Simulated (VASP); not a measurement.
A run of VASP 6.6.1 is set up as follows.

File INCAR:

```
ALGO     = Normal         # electronic algorithm
EDIFF    = 1E-7           # SCF threshold, eV
ENCUT    = 520            # plane-wave cutoff, eV
GGA      = PE             # functional
ISIF     = 2              # what is computed and relaxed
ISMEAR   = -1             # smearing method
LASPH    = True           # aspherical terms in the spheres
LCHARG   = False          # write CHGCAR
LREAL    = False          # projectors in reciprocal space
LWAVE    = False          # write WAVECAR
NBANDS   = 16             # bands
NELM     = 60             # most SCF steps
PREC     = Accurate       # precision mode
SIGMA    = 0.05           # smearing width, eV
```

File KPOINTS:

```
k-points
0
Gamma
  9 9 5
```

File POSCAR:

```
Ir
1.0
    2.6323209231      0.0000000000      0.0000000000
   -1.3161604615      2.2796567903      0.0000000000
    0.0000000000      0.0000000000      4.2766504272
Ir
2
Direct
    0.3333333333      0.6666666667      0.2500000000
    0.6666666667      0.3333333333      0.7500000000
```

Potentials or basis: VASP PAW PBE potentials, release 64 (Ir).

Run with:

```console
$ cat potpaw_PBE.64/Ir/POTCAR > POTCAR
$ mpirun -np 1 vasp_std > vasp.out
```

(1) Predict the pressure.

(2) Estimate the band gap on the k mesh.

Results:

(1) 61.5 GPa.

(2) zero (band 9 reaches 13.47 eV, above the bottom of band 10 at 9.80 eV).

Caveat: spin-orbit coupling is left out, which moves the levels of the heavy elements.
